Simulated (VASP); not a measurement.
N:

```
N
1.0
     5.56052    0.00000    0.00000
     0.00000    5.56052    0.00000
     0.00000    0.00000    5.56052
N
8
Direct
  0.05740 0.44260 0.55740
  0.44260 0.55740 0.05740
  0.55740 0.05740 0.44260
  0.94260 0.94260 0.94260
  0.94260 0.55740 0.44260
  0.55740 0.44260 0.94260
  0.44260 0.94260 0.55740
  0.05740 0.05740 0.05740
```

Base run:

| Quantity | Value |
| --- | --- |
| Program | VASP 6.6.1 |
| Functional | PBEsol |
| Potentials or basis | VASP PAW PBE potentials, release 64 (N) |
| Cutoff | 520 eV |
| k mesh | 5 × 5 × 5 |
| Occupations | fermi-dirac, width 0.05 eV |
| Spin | no spin polarisation |

Its results: band gap on the k mesh 7.20 eV (least direct gap 7.22 eV); pressure 1.4 GPa; largest force 0.855 eV/Å.

The run is repeated on the same cell with these changes: functional from PBEsol to PBE. What comes out?

Band gap on the k mesh 7.24 eV (least direct gap 7.27 eV); pressure 2.0 GPa; largest force 1.053 eV/Å.

PBE binds less tightly than PBEsol, so the same cell stands under more pressure.

Caveats: the standard files for N, O and F lose accuracy on very short bonds; this functional lacks dispersion, which holds the molecules together, so the pressure and a relaxed volume are unreliable; an odd mesh through Γ misses points on the zone boundary, where band edges can lie; the PAW data sets were made with another functional, which shifts forces and pressure a little (at least some runs); forces of over 1 eV/Å act on the atoms, so gaps and moduli don't describe the material at rest (at least some runs).
